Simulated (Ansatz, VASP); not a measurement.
Co: VASP beside Ansatz

File INCAR:

```
SYSTEM = Co
PREC = Accurate
ENCUT = 520
EDIFF = 1E-6
ISMEAR = -1
SIGMA = 0.1
LREAL = .FALSE.
LASPH = .TRUE.
NELM = 80
ALGO = Normal
ISIF = 2
LWAVE = .FALSE.
LCHARG = .TRUE.
GGA = CA
LELF = .TRUE.
LVHAR = .TRUE.
NBANDS = 10
```

The input KPOINTS:

```
regular mesh
0
G
  16 16 16
  0 0 0
```

The input POSCAR:

```
Co
1.0
    2.1637880210      0.0000000000      0.0000000000
    0.0000000000      2.1637880210      0.0000000000
    0.0000000000      0.0000000000      2.1637880210
Co
1
Direct
    0.0000000000      0.0000000000      0.0000000000
```

Input for Ansatz:

```yaml
crystal:
  lattice:
    - [2.163788021, 0.0, 0.0]
    - [0.0, 2.163788021, 0.0]
    - [0.0, 0.0, 2.163788021]
  atoms:
    - { symbol: Co, position: [0.0, 0.0, 0.0] }
hamiltonian:
  xc: lda
  pseudopotentials:
    kind: paw
    azcp:
      Co: "pseudopotentials/Co.paw.azcp"
basis:
  ecutwfc: 420
  fft_grid_basis: typed
kpoints:
  mp_grid: { grid: [16, 16, 16], shift: [0, 0, 0] }
magnetization:
  spin_polarized: false
scf:
  occupations: { method: fermi_dirac, width: 0.1 }
  lower_state_search: "off"
output:
  stress: true
```

Alike in both runs: task single point; functional LDA; k mesh 16 × 16 × 16; occupations fermi-dirac, width 0.1 eV; no spin polarisation.

|  | VASP | Ansatz |
| --- | --- | --- |
| version | VASP 6.6.1 | Ansatz 0.2.0 |
| potentials or method | VASP PAW LDA potentials, release 64 (Co), cutoff 520 eV | plane waves (420 eV) with PAW, scalar-relativistic |
| valence electrons in the cell | 9 | 17 |

|  | VASP | Ansatz | Ansatz less VASP |
| --- | --- | --- | --- |
| pressure (GPa) | 21.6 | 23.3 | +1.70 |

Ansatz warns that its potentials were made for another functional, while VASP's fit it. LDA's correlation is that of Perdew and Zunger in VASP and of Perdew and Wang (1992) in Ansatz. VASP's potentials hold 9 valence electrons a cell and Ansatz's 17, so a difference there can come from the potentials and not from the codes.
